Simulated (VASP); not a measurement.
# TmHOs (P4/mmm) in VASP: a series of runs, part 2 of 2

VASP 6.6.1.

## 3. Single point, PBE (13.34 Å³/atom)

This run uses another cell than the first one, of 13.34 Å³/atom.

Contents of INCAR:

```
PREC     = Accurate       # precision mode
ENCUT    = 600            # plane-wave cutoff, eV
EDIFF    = 1E-6           # SCF threshold, eV
ISMEAR   = 0              # smearing method
SIGMA    = 0.1            # smearing width, eV
LREAL    = False          # projectors in reciprocal space
LASPH    = True           # aspherical terms in the spheres
NELM     = 200            # most SCF steps
ALGO     = Normal         # electronic algorithm
ISIF     = 2              # what is computed and relaxed
LWAVE    = False          # write WAVECAR
LCHARG   = True           # write CHGCAR
GGA      = PE             # functional
LELF     = True           # ELF
LVHAR    = True         
NBANDS   = 16             # bands
GGA_COMPAT= False        
LMAXMIX  = 6              # l up to which the mixer works
```

Contents of KPOINTS:

```
Automatic mesh
0
Gamma
  10 10 10
```

Contents of POSCAR:

```
TmHOs
1.0
    3.3603634872      0.0000000000      0.0000000000
    0.0000000000      3.3603634872      0.0000000000
    0.0000000000      0.0000000000      3.5446308893
Tm H Os
1 1 1
Direct
    0.5000000000      0.5000000000      0.5000000000
    0.0000000000      0.0000000000      0.5000000000
    0.0000000000      0.0000000000      0.0000000000
```

Potentials or basis: VASP PAW PBE potentials, release 64 (Tm_3, H, Os), 4f in core.

Launch:

```
> cat potpaw_PBE.64/Tm_3/POTCAR potpaw_PBE.64/H/POTCAR potpaw_PBE.64/Os/POTCAR > POTCAR
> mpirun -np 1 vasp_std > vasp.out
```

OUTCAR:

```text
PREC = Accurate
   ENCUT = 600
   EDIFF = 1E-6
   ISMEAR = 0
   LREAL = False
   LASPH = True
   NELM = 200
   ISIF = 2
   GGA = PE

 ion  position               nearest neighbor table
   1  0.500  0.500  0.500-   3 2.96   3 2.96   3 2.96   3 2.96   3 2.96   3 2.96   3 2.96   3 2.96

   2  0.000  0.000  0.500-   3 1.77   3 1.77
   3  0.000  0.000  0.000-   2 1.77   2 1.77   1 2.96   1 2.96   1 2.96   1 2.96   1 2.96   1 2.96
                             1 2.96   1 2.96

  LATTYP: Found a simple tetragonal cell.
 ALAT       =     3.3603634872
 C/A-ratio  =     1.0548355566

  Lattice vectors:

 A1 = (   3.3603634872,   0.0000000000,   0.0000000000)
 A2 = (   0.0000000000,   3.3603634872,   0.0000000000)
 A3 = (   0.0000000000,   0.0000000000,   3.5446308893)

Analysis of symmetry for initial positions (statically):
=====================================================================
 Subroutine PRICEL returns:
 Original cell was already a primitive cell.

 Routine SETGRP: Setting up the symmetry group for a
 simple tetragonal supercell.

 Subroutine GETGRP returns: Found 16 space group operations
 (whereof 16 operations were pure point group operations)
 out of a pool of 16 trial point group operations.

The static configuration has the point symmetry D_4h.

Analysis of symmetry for dynamics (positions and initial velocities):
=====================================================================
 Subroutine PRICEL returns:
 Original cell was already a primitive cell.

 Routine SETGRP: Setting up the symmetry group for a
 simple tetragonal supercell.

 Subroutine GETGRP returns: Found 16 space group operations
 (whereof 16 operations were pure point group operations)
 out of a pool of 16 trial point group operations.

The dynamic configuration has the point symmetry D_4h.

 Subroutine INISYM returns: Found 16 space group operations
 (whereof 16 operations are pure point group operations),
 and found     1 'primitive' translations

----------------------------------------------------------------------------------------

                                     Primitive cell

  volume of cell :      40.0261

  direct lattice vectors                    reciprocal lattice vectors
     3.360363487  0.000000000  0.000000000     0.297586854  0.000000000  0.000000000
     0.000000000  3.360363487  0.000000000     0.000000000  0.297586854  0.000000000
     0.000000000  0.000000000  3.544630889     0.000000000  0.000000000  0.282116822

  length of vectors
     3.360363487  3.360363487  3.544630889     0.297586854  0.297586854  0.282116822

  position of ions in fractional coordinates (direct lattice)
     0.500000000  0.500000000  0.500000000
     0.000000000  0.000000000  0.500000000
     0.000000000  0.000000000  0.000000000

  ion indices of the primitive-cell ions
   primitive index   ion index
                 1           1
                 2           2
                 3           3

----------------------------------------------------------------------------------------

 KPOINTS: Automatic mesh

Automatic generation of k-mesh.
 Grid dimensions read from file:
 generate k-points for:   10   10   10

 Generating k-lattice:

  Cartesian coordinates                     Fractional coordinates (reciprocal lattice)
     0.029758685  0.000000000  0.000000000     0.100000000  0.000000000  0.000000000
     0.000000000  0.029758685  0.000000000     0.000000000  0.100000000  0.000000000
     0.000000000  0.000000000  0.028211682     0.000000000  0.000000000  0.100000000

  Length of vectors
     0.029758685  0.029758685  0.028211682

  Shift w.r.t. Gamma in fractional coordinates (k-lattice)
     0.000000000  0.000000000  0.000000000

 Subroutine IBZKPT returns following result:
 ===========================================

 Found    126 irreducible k-points:

 Following reciprocal coordinates:
            Coordinates               Weight
  0.000000  0.000000  0.000000      1.000000
  0.100000  0.000000  0.000000      4.000000
  0.200000  0.000000  0.000000      4.000000
  0.300000  0.000000  0.000000      4.000000
  0.400000  0.000000  0.000000      4.000000
  0.500000  0.000000  0.000000      2.000000
[... 16 lines left out ...]
  0.100000  0.000000  0.100000      8.000000
  0.200000  0.000000  0.100000      8.000000
 [... further k-points ...]
   k-points           NKPTS =    126   k-points in BZ     NKDIM =    126   number of bands    NBANDS=     16
   number of dos      NEDOS =    301   number of ions     NIONS =      3
   total plane-waves  NPLWV =  21952
   dimension x,y,z NGX =    28 NGY =   28 NGZ =   28
   dimension x,y,z NGXF=    56 NGYF=   56 NGZF=   56
   ions per type =               1   1   1
   NGX,Y,Z   is equivalent  to a cutoff of  13.85, 13.85, 13.13 a.u.
   NGXF,Y,Z  is equivalent  to a cutoff of  27.70, 27.70, 26.26 a.u.
 SYSTEM =  unknown system
   PREC   = accura    normal or accurate (medium, high low for compatibility)
   ISTART =      0    job   : 0-new  1-cont  2-samecut
   ICHARG =      2    charge: 1-file 2-atom 10-const
   ISPIN  =      1    spin polarized calculation?
   LNONCOLLINEAR =      F non collinear calculations
   LSORBIT =      F    spin-orbit coupling
   LASPH  =      T    aspherical Exc in radial PAW
   ENCUT  =  600.0 eV  44.10 Ry    6.64 a.u.   6.71  6.71  7.08*2*pi/ulx,y,z
   NELM   =    200;   NELMIN=  2; NELMDL= -5     # of ELM steps
   EDIFF  = 0.1E-05   stopping-criterion for ELM
   LREAL  =      F    real-space projection
   EDIFFG = 0.1E-04   stopping-criterion for IOM
   NSW    =      0    number of steps for IOM
   IBRION =     -1    ionic relax: 0-MD 1-quasi-New 2-CG
   NFREE  =      0    steps in history (QN), initial steepest desc. (CG)
   ISIF   =      2    stress and relaxation
   ISYM   =      2    0-nonsym 1-usesym 2-fastsym
   POTIM  = 0.5000    time-step for ionic-motion
   TEBEG  =    0.0;   TEEND  =   0.0 temperature during run
   PSTRESS=    0.0 pullay stress
   NELECT =      18.0000    total number of electrons
   NUPDOWN=      -1.0000    fix difference up-down
   EMIN   =  10.00;   EMAX   =-10.00  energy-range for DOS
   EFERMI =   0.00;   METHOD = LEGACY
   ISMEAR =     0;   SIGMA  =   0.10  broadening in eV -4-tet -1-fermi 0-gaus
   EFERMI_NEDOS =   21; number of points for ismear=-14 and -15
   IALGO  =     38    algorithm
   IMIX   =      4    mixing-type and parameters
     AMIX     =   0.40;   BMIX     =  1.00
     AMIX_MAG =   1.60;   BMIX_MAG =  1.00
  volume/ion in A,a.u.               =      13.34        90.04
  Fermi-wavevector in a.u.,A,eV,Ry     =   1.254251  2.370191 21.403948  1.573146
  Thomas-Fermi vector in A             =   2.388065
   LORBIT       =      0    0 simple, 1 ext, 2 COOP (PROOUT), +10 PAW based schemes
   GGA     = PE    functional components
   LHFCALC =     F    Hartree Fock is set to
   AEXX    =    0.0000 exact exchange contribution
   IVDW    =     0    specifies the selected vdW correction
   LEPSILON=     F    determine dielectric tensor
   LRPA    =     F    only Hartree local field effects (RPA)
 non-spin polarized calculation
 Gauss-broadening in eV      SIGMA  =   0.10
  energy-cutoff  :      600.00
  volume of cell :       40.03
 maximum number of plane-waves:      1368
 NGX is ok and might be reduce to    28
   NGX = 13   NGY = 13   NGZ = 15

 number of electron      17.9999998 magnetization

 Free energy of the ion-electron system (eV)
  ---------------------------------------------------
  ext. energy  EPLUGINS =         0.00000000
  ---------------------------------------------------
  free energy    TOTEN  =       -19.87221399 eV

  energy without entropy =      -19.86192045  energy(sigma->0) =      -19.86706722

 E-fermi :   5.2508     XC(G=0): -12.0678

 val. band max:        5.2189684952   @ k =   0.4000   0.4000   0.0000
 cond. band min:       5.2624482903   @ k =   0.3000   0.1000   0.4000
 fundamental gap:      0.0434797951
 Fermi energy:         5.2507811750

 k-point     1 :       0.0000    0.0000    0.0000
  band No.  band energies     occupation
      1     -18.9672      2.00000
      2     -18.9672      2.00000
      3     -18.8757      2.00000
      4      -4.8071      2.00000
      5      -0.0181      2.00000
      6       1.6837      2.00000
[... 433 lines left out ...]
      3     -18.8951      2.00000
      4      -4.0583      2.00000
      5       0.6061      2.00000
      6       2.1961      2.00000
[... 8 lines left out ...]
     15      12.1927      0.00000
     16      15.1932      0.00000

 [... further k-points ...]

------------------------ aborting loop because EDIFF is reached ----------------------------------------

  FORCE on cell =-STRESS in cart. coord.  units (eV):
  Direction    XX          YY          ZZ          XY          YZ          ZX
  --------------------------------------------------------------------------------------
  -------------------------------------------------------------------------------------
  Total        1.3087537      1.3087537      1.5594374      0.0000000      0.0000000      0.0000000
  in kB       52.3871735     52.3871735     62.4216141      0.0000000      0.0000000      0.0000000
  external PRESSURE =      55.7319870 kB  Pullay stress =       0.0000000 kB

 VOLUME and BASIS-vectors are now :
 -----------------------------------------------------------------------------
  energy-cutoff  :      600.00
  volume of cell :       40.03
      direct lattice vectors                 reciprocal lattice vectors
     3.360363487  0.000000000  0.000000000     0.297586854  0.000000000  0.000000000
     0.000000000  3.360363487  0.000000000     0.000000000  0.297586854  0.000000000
     0.000000000  0.000000000  3.544630889     0.000000000  0.000000000  0.282116822

 POSITION                                       TOTAL-FORCE (eV/Angst)
 -----------------------------------------------------------------------------------
      1.68018      1.68018      1.77232         0.000000      0.000000      0.000000
      0.00000      0.00000      1.77232         0.000000      0.000000      0.000000
      0.00000      0.00000      0.00000         0.000000      0.000000      0.000000
 -----------------------------------------------------------------------------------
    total drift:                                0.000000      0.000000      0.000000

  FREE ENERGIE OF THE ION-ELECTRON SYSTEM (eV)
  ---------------------------------------------------
  free  energy   TOTEN  =       -19.8722139907 eV

  energy  without entropy=      -19.8619204506  energy(sigma->0) =      -19.86706722
```

It took 38 s on 1 thread of Intel Xeon 6975P-C (Granite Rapids), shared host; peak memory 0.25 GiB.

Results:

```yaml
Free_energy: -19.8722 eV
Pressure: 5.6 GPa
Band_gap_on_the_k_mesh: zero (bands 9 and 10 overlap by 1.97 eV)
```

Stress tensor (GPa, compression positive):
```
5.24 0.00 0.00
0.00 5.24 0.00
0.00 0.00 6.24
```

Levels at points of the mesh, in eV from the Fermi level:
| k point | band 5 | band 6 | band 7 | band 8 | band 9 | band 10 | band 11 | band 12 | band 13 | band 14 |
| --- | --- | --- | --- | --- | --- | --- | --- | --- | --- | --- |
| (0.00, 0.00, 0.00) | -5.27 | -3.57 | -0.96 | -0.96 | -0.29 | 3.13 | 3.57 | 6.71 | 7.09 | 7.35 |
| (0.50, 0.00, 0.00) | -2.94 | -2.88 | -1.30 | -0.67 | -0.37 | 0.80 | 1.57 | 2.20 | 2.29 | 5.83 |
| (0.50, 0.50, 0.00) | -3.63 | -2.49 | -2.49 | 1.19 | 1.32 | 1.68 | 1.68 | 5.02 | 7.15 | 7.15 |
| (0.00, 0.00, 0.50) | -3.79 | -2.33 | -1.17 | -1.17 | -0.55 | 0.21 | 0.51 | 3.26 | 3.26 | 5.82 |
| (0.50, 0.00, 0.50) | -4.34 | -4.30 | -2.35 | -1.70 | -0.66 | 1.32 | 1.68 | 3.86 | 6.68 | 7.44 |
| (0.50, 0.50, 0.50) | -2.27 | -2.27 | -1.87 | -0.55 | -0.55 | -0.41 | 1.24 | 3.40 | 7.68 | 8.19 |

Caveat: the cell stands under pressure; spin-orbit coupling is left out, which moves the levels of the heavy elements; the 4f electrons are frozen in the core, so they carry no moment and show no levels.

## 4. Single point, PBE

This run uses another cell than the first one, of 13.75 Å³/atom.

Contents of INCAR:

```
ALGO     = Normal         # electronic algorithm
EDIFF    = 1E-6           # SCF threshold, eV
ENCUT    = 600            # plane-wave cutoff, eV
GGA      = PE             # functional
GGA_COMPAT= F            
ISIF     = 2              # what is computed and relaxed
ISMEAR   = 0              # smearing method
LASPH    = T              # aspherical terms in the spheres
LCHARG   = T              # write CHGCAR
LELF     = T              # ELF
LMAXMIX  = 6              # l up to which the mixer works
LREAL    = F              # projectors in reciprocal space
LVHAR    = T            
LWAVE    = F              # write WAVECAR
NBANDS   = 16             # bands
NELM     = 200            # most SCF steps
PREC     = Accurate       # precision mode
SIGMA    = 0.1            # smearing width, eV
```

Contents of KPOINTS:

```
k-points
0
Gamma
  10 10 10
```

Contents of POSCAR:

```
TmHOs
1.0
    3.4087936717      0.0000000000      0.0000000000
    0.0000000000      3.4087936717      0.0000000000
    0.0000000000      0.0000000000      3.5511610444
Tm H Os
1 1 1
Direct
    0.5000000000      0.5000000000      0.5000000000
    0.0000000000      0.0000000000      0.5000000000
    0.0000000000      0.0000000000      0.0000000000
```

Launch:

```
> cat potpaw_PBE.64/Tm_3/POTCAR potpaw_PBE.64/H/POTCAR potpaw_PBE.64/Os/POTCAR > POTCAR
> mpirun -np 1 vasp_std > vasp.out
```

Wall time 39 s (1 thread of Intel Xeon 6975P-C (Granite Rapids), shared host); peak memory 0.26 GiB.

The run converged. Its results:

```yaml
Free_energy: -19.8954 eV
Pressure: 1.0 GPa
Band_gap_on_the_k_mesh: zero (bands 9 and 10 overlap by 1.75 eV)
```

Stress tensor (GPa, compression positive):
```
0.70 0.00 0.00
0.00 0.70 0.00
0.00 0.00 1.54
```

Levels at points of the mesh, in eV from the Fermi level:
| k point | band 6 | band 7 | band 8 | band 9 | band 10 | band 11 | band 12 | band 13 |
| --- | --- | --- | --- | --- | --- | --- | --- | --- |
| (0.00, 0.00, 0.00) | -3.42 | -0.92 | -0.92 | -0.33 | 3.15 | 3.41 | 6.68 | 6.89 |
| (0.50, 0.00, 0.00) | -2.79 | -1.24 | -0.66 | -0.37 | 0.85 | 1.42 | 2.24 | 2.30 |
| (0.50, 0.50, 0.00) | -2.33 | -2.33 | 1.09 | 1.14 | 1.52 | 1.52 | 4.76 | 6.92 |
| (0.00, 0.00, 0.50) | -2.20 | -1.20 | -1.20 | -0.52 | 0.17 | 0.61 | 3.14 | 3.14 |
| (0.50, 0.00, 0.50) | -4.18 | -2.32 | -1.66 | -0.61 | 1.20 | 1.62 | 3.83 | 6.52 |
| (0.50, 0.50, 0.50) | -2.27 | -1.80 | -0.51 | -0.51 | -0.40 | 1.15 | 3.15 | 7.57 |

Caveat: spin-orbit coupling is left out, which moves the levels of the heavy elements; the 4f electrons are frozen in the core, so they carry no moment and show no levels. Spin polarisation is off, so any magnetic state and its effect on volume and gap are missing.

## 5. Overview

| cell | gap on the mesh (eV) | pressure (GPa) |
| --- | --- | --- |
| a = 3.305, b = 3.305, c = 3.552 Å, 3 atoms | none | 10.7 |
| a = 3.360, b = 3.360, c = 3.545 Å, 3 atoms | none | 5.6 |
| a = 3.409, b = 3.409, c = 3.551 Å, 3 atoms | none | 1.0 |

Alike in all rows: task single point; level PBE; potentials or basis VASP PAW PBE potentials, release 64 (Tm_3, H, Os), 4f in core; no spin polarisation; k mesh 10 × 10 × 10; cutoff (eV) 600; smearing gaussian 0.1 eV.

Caveats: spin-orbit coupling is left out, which moves the levels of the heavy elements; the 4f electrons are frozen in the core, so they carry no moment and show no levels; the cell stands under pressure (at least some runs).

Absolute energies hang on the potentials; compare differences alone.

The gap in the log of VASP goes by the Fermi energy; the results here count the filled bands.